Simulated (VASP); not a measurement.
# ZnO (P4_2/mnm) in VASP: relaxation of cell and atoms with PBE

Aim: the relaxation of cell and atoms of ZnO with PBE.

All numbers are computed with VASP 6.6.1; they aren't measurements. Logs are shortened: lines on timing, memory, paths and dates and some standing lists are left out, and cuts for length are marked.

## 1. The cell of the first run

It takes space group P4_2/mnm (No. 136, tetragonal). The conventional cell has a = 5.518 Å, b = 5.518 Å, c = 3.259 Å, α = 90.00°, β = 90.00°, γ = 90.00°. Zn (site symmetry m2m) has 4 O at 1.94 to 2.01 Å within 2.6 Å. O (site symmetry m2m) has 4 Zn at 1.94 to 2.01 Å within 2.6 Å.

## 2. Relaxation of cell and atoms, PBE

INCAR

```
PREC     = Accurate       # precision mode
ENCUT    = 600            # plane-wave cutoff, eV
EDIFF    = 1E-7           # SCF threshold, eV
ISMEAR   = 0              # smearing method
SIGMA    = 0.02           # smearing width, eV
LREAL    = False          # projectors in reciprocal space
LASPH    = True           # aspherical terms in the spheres
NELM     = 80             # most SCF steps
ALGO     = Normal         # electronic algorithm
ISIF     = 3              # what is computed and relaxed
LWAVE    = False          # write WAVECAR
LCHARG   = False          # write CHGCAR
GGA      = PE             # functional
IBRION   = 2              # ionic algorithm
NSW      = 80             # ionic steps
EDIFFG   = -0.01          # ionic threshold
```

KPOINTS

```
regular mesh
0
Gamma
  4 4 8
```

POSCAR

```
ZnO
1.0
    5.5175700700      0.0000000000      0.0000000000
    0.0000000000      5.5175700700      0.0000000000
    0.0000000000      0.0000000000      3.2587787700
Zn O
4 4
Direct
    0.1819728400      0.1819728400      0.5000000000
    0.8180271600      0.8180271600      0.5000000000
    0.6819728400      0.3180271600      0.0000000000
    0.3180271600      0.6819728400      0.0000000000
    0.8172472300      0.1827527700      0.5000000000
    0.1827527700      0.8172472300      0.5000000000
    0.6827527700      0.6827527700      0.0000000000
    0.3172472300      0.3172472300      0.0000000000
```

Potentials or basis: VASP PAW PBE potentials, release 64 (Zn, O).

On the command line:

```console
$ cat potpaw_PBE.64/Zn/POTCAR potpaw_PBE.64/O/POTCAR > POTCAR
$ mpirun -np 1 vasp_std > vasp.out
```

OUTCAR:

```text
PREC = Accurate
   ENCUT = 600
   EDIFF = 1E-7
   ISMEAR = 0
   LREAL = False
   LASPH = True
   NELM = 80
   ISIF = 3
   GGA = PE
   IBRION = 2
   NSW = 80
   EDIFFG = -0.01

 ion  position               nearest neighbor table
   1  0.182  0.182  0.500-   8 1.94   8 1.94   5 2.01   6 2.01   2 2.84
   2  0.818  0.818  0.500-   7 1.94   7 1.94   5 2.01   6 2.01   1 2.84
   3  0.682  0.318  0.000-   5 1.94   5 1.94   8 2.01   7 2.01   4 2.84
   4  0.318  0.682  0.000-   6 1.94   6 1.94   8 2.01   7 2.01   3 2.84
   5  0.817  0.183  0.500-   3 1.94   3 1.94   1 2.01   2 2.01
   6  0.183  0.817  0.500-   4 1.94   4 1.94   1 2.01   2 2.01
   7  0.683  0.683  0.000-   2 1.94   2 1.94   4 2.01   3 2.01
   8  0.317  0.317  0.000-   1 1.94   1 1.94   4 2.01   3 2.01

  LATTYP: Found a simple tetragonal cell.
 ALAT       =     5.5175700700
 C/A-ratio  =     0.5906184659

  Lattice vectors:

 A1 = (   5.5175700700,   0.0000000000,   0.0000000000)
 A2 = (   0.0000000000,   5.5175700700,   0.0000000000)
 A3 = (   0.0000000000,   0.0000000000,   3.2587787700)

Analysis of symmetry for initial positions (statically):
=====================================================================
 Subroutine PRICEL returns:
 Original cell was already a primitive cell.

 Routine SETGRP: Setting up the symmetry group for a
 simple tetragonal supercell.

 Subroutine GETGRP returns: Found 16 space group operations
 (whereof  8 operations were pure point group operations)
 out of a pool of 16 trial point group operations.

The static configuration has the point symmetry D_2h.
 The point group associated with its full space group is D_4h.

Analysis of symmetry for dynamics (positions and initial velocities):
=====================================================================
 Subroutine PRICEL returns:
 Original cell was already a primitive cell.

 Routine SETGRP: Setting up the symmetry group for a
 simple tetragonal supercell.

 Subroutine GETGRP returns: Found 16 space group operations
 (whereof  8 operations were pure point group operations)
 out of a pool of 16 trial point group operations.

The dynamic configuration has the point symmetry D_2h.
 The point group associated with its full space group is D_4h.

 Subroutine INISYM returns: Found 16 space group operations
 (whereof  8 operations are pure point group operations),
 and found     1 'primitive' translations

----------------------------------------------------------------------------------------

                                     Primitive cell

  volume of cell :      99.2089

  direct lattice vectors                    reciprocal lattice vectors
     5.517570070  0.000000000  0.000000000     0.181239203  0.000000000  0.000000000
     0.000000000  5.517570070  0.000000000     0.000000000  0.181239203  0.000000000
     0.000000000  0.000000000  3.258778770     0.000000000  0.000000000  0.306863420

  length of vectors
     5.517570070  5.517570070  3.258778770     0.181239203  0.181239203  0.306863420

  position of ions in fractional coordinates (direct lattice)
     0.181972840  0.181972840  0.500000000
     0.818027160  0.818027160  0.500000000
     0.681972840  0.318027160  0.000000000
     0.318027160  0.681972840  0.000000000
     0.817247230  0.182752770  0.500000000
     0.182752770  0.817247230  0.500000000
     0.682752770  0.682752770  0.000000000
     0.317247230  0.317247230  0.000000000

  ion indices of the primitive-cell ions
   primitive index   ion index
                 1           1
                 2           2
                 3           3
                 4           4
                 5           5
                 6           6
                 7           7
                 8           8

----------------------------------------------------------------------------------------

 KPOINTS: regular mesh

Automatic generation of k-mesh.
 Grid dimensions read from file:
 generate k-points for:    4    4    8

 Generating k-lattice:

  Cartesian coordinates                     Fractional coordinates (reciprocal lattice)
     0.045309801  0.000000000  0.000000000     0.250000000  0.000000000  0.000000000
     0.000000000  0.045309801  0.000000000     0.000000000  0.250000000  0.000000000
     0.000000000  0.000000000  0.038357928     0.000000000  0.000000000  0.125000000

  Length of vectors
     0.045309801  0.045309801  0.038357928

  Shift w.r.t. Gamma in fractional coordinates (k-lattice)
     0.000000000  0.000000000  0.000000000

 Subroutine IBZKPT returns following result:
 ===========================================

 Found     30 irreducible k-points:

 Following reciprocal coordinates:
            Coordinates               Weight
  0.000000  0.000000  0.000000      1.000000
  0.250000  0.000000  0.000000      4.000000
  0.500000  0.000000  0.000000      2.000000
  0.250000  0.250000  0.000000      4.000000
  0.500000  0.250000  0.000000      4.000000
  0.500000  0.500000  0.000000      1.000000
[... 16 lines left out ...]
  0.500000  0.250000  0.375000      8.000000
  0.500000  0.500000  0.375000      2.000000
 [... further k-points ...]
   k-points           NKPTS =     30   k-points in BZ     NKDIM =     30   number of bands    NBANDS=     43
   number of dos      NEDOS =    301   number of ions     NIONS =      8
   total plane-waves  NPLWV =  64512
   dimension x,y,z NGX =    48 NGY =   48 NGZ =   28
   dimension x,y,z NGXF=    96 NGYF=   96 NGZF=   56
   ions per type =               4   4
   NGX,Y,Z   is equivalent  to a cutoff of  14.46, 14.46, 14.28 a.u.
   NGXF,Y,Z  is equivalent  to a cutoff of  28.93, 28.93, 28.57 a.u.
 SYSTEM =  unknown system
   PREC   = accura    normal or accurate (medium, high low for compatibility)
   ISTART =      0    job   : 0-new  1-cont  2-samecut
   ICHARG =      2    charge: 1-file 2-atom 10-const
   ISPIN  =      1    spin polarized calculation?
   LNONCOLLINEAR =      F non collinear calculations
   LSORBIT =      F    spin-orbit coupling
   LASPH  =      T    aspherical Exc in radial PAW
   ENCUT  =  600.0 eV  44.10 Ry    6.64 a.u.  11.02 11.02  6.51*2*pi/ulx,y,z
   NELM   =     80;   NELMIN=  2; NELMDL= -5     # of ELM steps
   EDIFF  = 0.1E-06   stopping-criterion for ELM
   LREAL  =      F    real-space projection
   EDIFFG = -.1E-01   stopping-criterion for IOM
   NSW    =     80    number of steps for IOM
   IBRION =      2    ionic relax: 0-MD 1-quasi-New 2-CG
   NFREE  =      1    steps in history (QN), initial steepest desc. (CG)
   ISIF   =      3    stress and relaxation
   ISYM   =      2    0-nonsym 1-usesym 2-fastsym
   POTIM  = 0.5000    time-step for ionic-motion
   TEBEG  =    0.0;   TEEND  =   0.0 temperature during run
   PSTRESS=    0.0 pullay stress
   NELECT =      72.0000    total number of electrons
   NUPDOWN=      -1.0000    fix difference up-down
   EMIN   =  10.00;   EMAX   =-10.00  energy-range for DOS
   EFERMI =   0.00;   METHOD = LEGACY
   ISMEAR =     0;   SIGMA  =   0.02  broadening in eV -4-tet -1-fermi 0-gaus
   EFERMI_NEDOS =   21; number of points for ismear=-14 and -15
   IALGO  =     38    algorithm
   IMIX   =      4    mixing-type and parameters
     AMIX     =   0.40;   BMIX     =  1.00
     AMIX_MAG =   1.60;   BMIX_MAG =  1.00
  volume/ion in A,a.u.               =      12.40        83.69
  Fermi-wavevector in a.u.,A,eV,Ry     =   1.471190  2.780146 29.448455  2.164400
  Thomas-Fermi vector in A             =   2.586356
   LORBIT       =      0    0 simple, 1 ext, 2 COOP (PROOUT), +10 PAW based schemes
   GGA     = PE    functional components
   LHFCALC =     F    Hartree Fock is set to
   AEXX    =    0.0000 exact exchange contribution
   IVDW    =     0    specifies the selected vdW correction
   LEPSILON=     F    determine dielectric tensor
   LRPA    =     F    only Hartree local field effects (RPA)
 conjugate gradient relaxation of ions
 non-spin polarized calculation
 Gauss-broadening in eV      SIGMA  =   0.02
  energy-cutoff  :      600.00
  volume of cell :       99.21
 maximum number of plane-waves:      3344
 NGX is ok and might be reduce to    48
   NGX = 23   NGY = 23   NGZ = 13

--------------------------------------- Ionic step        1  -------------------------------------------

 number of electron      72.0000031 magnetization

 Free energy of the ion-electron system (eV)
  ---------------------------------------------------
  ext. energy  EPLUGINS =         0.00000000
  ---------------------------------------------------
  free energy    TOTEN  =       -35.45970895 eV

  energy without entropy =      -35.45970895  energy(sigma->0) =      -35.45970895

------------------------ aborting loop because EDIFF is reached ----------------------------------------

  FORCE on cell =-STRESS in cart. coord.  units (eV):
  Direction    XX          YY          ZZ          XY          YZ          ZX
  --------------------------------------------------------------------------------------
  -------------------------------------------------------------------------------------
  Total        3.5696010      3.5696010      3.8236757     -0.0000000      0.0000000      0.0000000
  in kB       57.6473922     57.6473922     61.7505800     -0.0000000      0.0000000      0.0000000
  external PRESSURE =      59.0151215 kB  Pullay stress =       0.0000000 kB
[... 107 lines left out ...]
  FREE ENERGIE OF THE ION-ELECTRON SYSTEM (eV)
  ---------------------------------------------------
  free  energy   TOTEN  =       -35.5367057261 eV

  energy  without entropy=      -35.5367057261  energy(sigma->0) =      -35.53670573

[... ionic steps 4 to 7 ...]

--------------------------------------- Ionic step        8  -------------------------------------------

 number of electron      71.9999982 magnetization

------------------------ aborting loop because EDIFF is reached ----------------------------------------
[... 79 lines left out ...]
--------------------------------------- Ionic step       10  -------------------------------------------

 number of electron      71.9999983 magnetization

 Free energy of the ion-electron system (eV)
  ---------------------------------------------------
  ext. energy  EPLUGINS =         0.00000000
  ---------------------------------------------------
  free energy    TOTEN  =       -35.53882982 eV

  energy without entropy =      -35.53882982  energy(sigma->0) =      -35.53882982

 E-fermi :   0.7808     XC(G=0): -10.3861

 val. band max:        0.6267381222   @ k =   0.0000   0.0000   0.0000
 cond. band min:       1.3675167487   @ k =   0.0000   0.0000   0.0000
 fundamental gap:      0.7407786265
 Fermi energy:         0.7808368233

 k-point     1 :       0.0000    0.0000    0.0000
  band No.  band energies     occupation
      1     -17.1646      2.00000
      2     -16.5144      2.00000
      3     -16.5144      2.00000
      4     -16.4394      2.00000
      5      -5.4181      2.00000
      6      -5.2462      2.00000
[... 1093 lines left out ...]
     42       8.5428      0.00000
     43       9.1705      0.00000

 [... further k-points ...]

------------------------ aborting loop because EDIFF is reached ----------------------------------------

  FORCE on cell =-STRESS in cart. coord.  units (eV):
  Direction    XX          YY          ZZ          XY          YZ          ZX
  --------------------------------------------------------------------------------------
  -------------------------------------------------------------------------------------
  Total        0.0286164      0.0286164      0.0335445     -0.0000000      0.0000000      0.0000000
  in kB        0.4420783      0.4420783      0.5182091     -0.0000000      0.0000000      0.0000000
  external PRESSURE =       0.4674552 kB  Pullay stress =       0.0000000 kB
[... 23 lines left out ...]
  FREE ENERGIE OF THE ION-ELECTRON SYSTEM (eV)
  ---------------------------------------------------
  free  energy   TOTEN  =       -35.5388298187 eV

  energy  without entropy=      -35.5388298187  energy(sigma->0) =      -35.53882982

 reached required accuracy - stopping structural energy minimisation
```

Wall time 25 min (1 thread of Oxide Virtual Turin-like, shared host); peak memory 0.29 GiB.

What came out:

| Property | Result |
| --- | --- |
| Free energy | -35.5388 eV |
| Relaxed volume | 12.96 Å³/atom |
| Relaxed cell | a = 5.617 Å, b = 5.617 Å, c = 3.287 Å, α = 90.00°, β = 90.00°, γ = 90.00° |
| Space group after relaxing (to 0.1 Å) | P4_2/mnm (No. 136) |
| Energy gained by relaxing | 9.9 meV/atom |
| Ionic steps | 10 |
| Pressure after relaxing | 0.0 GPa |
| Largest force after relaxing | 0.007 eV/Å |
| Band gap on the k mesh | 0.74 eV |

Forces in eV/Å, atoms in the order of the input:
```
Zn  -0.001 -0.001  0.000
Zn   0.001  0.001  0.000
Zn  -0.001  0.001  0.000
Zn   0.001 -0.001  0.000
O    0.005 -0.005  0.000
O   -0.005  0.005  0.000
O   -0.005 -0.005  0.000
O    0.005  0.005  0.000
```

The path:
| step | energy change (eV) | largest force (eV/Å) | pressure (GPa) | volume (Å³) |
| --- | --- | --- | --- | --- |
| 1 | 0.0000 | 0.0352 | 5.90 | 99.21 |
| 2 | -0.0577 | 0.0374 | -2.58 | 105.91 |
| 3 | -0.0770 | 0.0230 | 0.03 | 103.57 |
| 4 | -0.0770 | 0.0235 | -0.08 | 103.66 |
| 5 | -0.0777 | 0.0368 | -0.08 | 103.70 |
| 6 | -0.0781 | 0.0490 | -0.09 | 103.73 |
| 7 | -0.0781 | 0.0734 | -0.09 | 103.81 |
| 8 | -0.0782 | 0.0616 | -0.08 | 103.77 |
| 9 | -0.0787 | 0.0444 | -0.04 | 103.75 |
| 10 | -0.0791 | 0.0071 | 0.05 | 103.71 |

Final structure:
```
Zn O
1.0
     5.61729    0.00000    0.00000
     0.00000    5.61729    0.00000
     0.00000    0.00000    3.28680
Zn O
4 4
Direct
  0.18163 0.18163 0.50000
  0.81837 0.81837 0.50000
  0.68163 0.31837 0.00000
  0.31837 0.68163 0.00000
  0.81832 0.18168 0.50000
  0.18168 0.81832 0.50000
  0.68168 0.68168 0.00000
  0.31832 0.31832 0.00000
```

Levels at points of the mesh, in eV from the valence-band top:
```
           k point  band 33  band 34  band 35  band 36  band 37  band 38  band 39  band 40
(0.00, 0.00, 0.00)    -0.43    -0.18    -0.18     0.00     0.74     5.10     5.10     6.90
(0.50, 0.00, 0.00)    -0.48    -0.48    -0.39    -0.39     3.12     3.12     6.00     6.00
(0.50, 0.50, 0.00)    -0.80    -0.80    -0.74    -0.74     4.15     4.15     4.59     4.59
(0.00, 0.00, 0.50)    -1.68    -1.68    -1.26    -1.26     5.70     5.70     7.90     7.90
(0.50, 0.00, 0.50)    -1.46    -1.46    -0.99    -0.99     5.78     5.78     6.74     6.74
(0.50, 0.50, 0.50)    -1.29    -1.29    -1.25    -1.25     5.55     5.55     5.80     5.80
```

Caveat: semilocal functionals underestimate gaps, and a narrow one can read as zero.
